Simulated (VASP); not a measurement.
Set up this calculation in VASP 6.6.1, as the native input.

| Item | Value |
| --- | --- |
| Task | single point |
| Functional | r2SCAN |
| Potentials or basis | VASP PAW PBE potentials, release 64 (Sn_d, Se) |
| Cutoff | 520 eV |
| k mesh | 8 × 8 × 8 |
| Occupations | fermi-dirac, width 0.02 eV |
| Spin | no spin polarisation |
| Dipole correction | no |
| Further INCAR settings | ALGO = Normal; EDIFF = 1e-07; NBANDS = 17 |

SnSe:

```
Sn Se
1.0
     0.00000    3.00764    3.00764
     3.00764    0.00000    3.00764
     3.00764    3.00764    0.00000
Sn Se
1 1
Direct
  0.00000 0.00000 0.00000
  0.50000 0.50000 0.50000
```

These files were run (other wordings do the same):

POSCAR

```
SnSe
1.0
    0.0000000000      3.0076432517      3.0076432517
    3.0076432517      0.0000000000      3.0076432517
    3.0076432517      3.0076432517      0.0000000000
Sn Se
1 1
Direct
    0.0000000000      0.0000000000      0.0000000000
    0.5000000000      0.5000000000      0.5000000000
```

INCAR.step1

```
ALGO = Normal
EDIFF = 1E-4
ENCUT = 520
GGA = PE
ISMEAR = -1
LASPH = True
LCHARG = False
LREAL = False
LWAVE = True
NBANDS = 17
NELM = 60
PREC = Accurate
SIGMA = 0.02
```

INCAR.step2

```
ALGO = Normal
EDIFF = 1E-7
ENCUT = 520
ISIF = 2
ISMEAR = -1
ISTART = 1
LASPH = True
LCHARG = True
LELF = True
LMIXTAU = True
LREAL = False
LVHAR = True
LWAVE = False
METAGGA = R2SCAN
NBANDS = 17
NELM = 60
PREC = Accurate
SIGMA = 0.02
```

KPOINTS

```
k-points
0
Gamma
  8 8 8
```

Potentials or basis: VASP PAW PBE potentials, release 64 (Sn_d, Se).

Run with:

```console
$ cat potpaw_PBE.64/Sn_d/POTCAR potpaw_PBE.64/Se/POTCAR > POTCAR
$ cp INCAR.step1 INCAR
$ mpirun -np 1 vasp_std > vasp.out
$ cp INCAR.step2 INCAR
$ mpirun -np 1 vasp_std > vasp.out
```

Results of the run:

```json
{
  "Pressure": "0.0 GPa",
  "Band gap on the k mesh": "0.47 eV"
}
```

Caveat: the PAW data sets were made with another functional, which shifts forces and pressure a little; spin-orbit coupling is left out, which moves the levels of the heavy elements.

It took 42 s on 1 thread of Intel(R) Xeon(R) 6975P-C (Granite Rapids) (shared host), peak memory 0.19 GiB.
